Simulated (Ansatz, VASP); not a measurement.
Zr: VASP beside Ansatz

```
Zr
1.0
     2.89505    0.00000    0.00000
     0.00000    2.89505    0.00000
     0.00000    0.00000    2.89505
Zr
1
Direct
  0.00000 0.00000 0.00000
```

Alike in both runs: task relaxation of cell and atoms; functional PBEsol; k mesh 13 × 13 × 13; occupations fermi-dirac, width 0.1 eV; no spin polarisation.

|  | VASP | Ansatz |
| --- | --- | --- |
| version | VASP 6.6.1 | Ansatz 0.2.0 |
| potentials or method | VASP PAW PBE potentials, release 64 (Zr_sv) | PAW with Ansatz's default frozen-core files, scalar-relativistic |
| plane-wave cutoff (eV) | 600 | 420 |
| valence electrons in the cell | 12 | 12 |

VASP gave:

| Quantity | Value |
| --- | --- |
| relaxed volume (Å³/atom) | 23.72 |
| relaxed cell length with the largest relative difference (Å) | 2.873 |

Task: Which values does Ansatz return?

Result: Relaxed volume (Å³/atom): 23.70; relaxed cell length with the largest relative difference (Å): 2.872.

VASP's potentials were made for PBE, not for PBEsol.
